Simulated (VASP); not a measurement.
A run of VASP 6.6.1 is set up as follows.

Contents of INCAR:

```
SYSTEM = CdS
  PREC = Accurate
  ENCUT = 520
  EDIFF = 1E-6
  ISMEAR = 0
  SIGMA = 0.01
  LREAL = .False.
  LASPH = .True.
  NELM = 100
  ALGO = Normal
  ISIF = 2
  LWAVE = .False.
  LCHARG = .False.
  NBANDS = 26
```

The input KPOINTS:

```
regular mesh
0
Gamma
  9 9 4
  0 0 0
```

Contents of POSCAR:

```
CdS
1.0
    4.1245340209      0.0000000000      0.0000000000
   -2.0622670104      3.5719512409      0.0000000000
    0.0000000000      0.0000000000      6.7092066446
Cd S
2 2
Direct
    0.3333333333      0.6666666667     -0.0460803400
    0.6666666667      0.3333333333      0.4539196600
    0.3333333333      0.6666666667      0.4230803400
    0.6666666667      0.3333333333      0.9230803400
```

Potentials or basis: VASP PAW LDA potentials, release 64 (Cd, S).

Launch:

```bash
$ cat potpaw_LDA.64/Cd/POTCAR potpaw_LDA.64/S/POTCAR > POTCAR
$ mpirun -np 1 vasp_std > vasp.out
```

**Question.** Predict the band gap on the k mesh.

**Answer.** 1.24 eV.

**Question.** Estimate the largest force.

**Answer.** 0.427 eV/Å.

**Question.** What does it give for the pressure?

**Answer.** 1.8 GPa.

Stress tensor (GPa, compression positive):
```
 4.82  0.00  0.00
 0.00  4.82  0.00
 0.00  0.00 -4.14
```

Caveat: the cell differs from its parent crystal (atoms moved along the polar distortion); the stress differs along the axes, from -4 to 5 GPa.
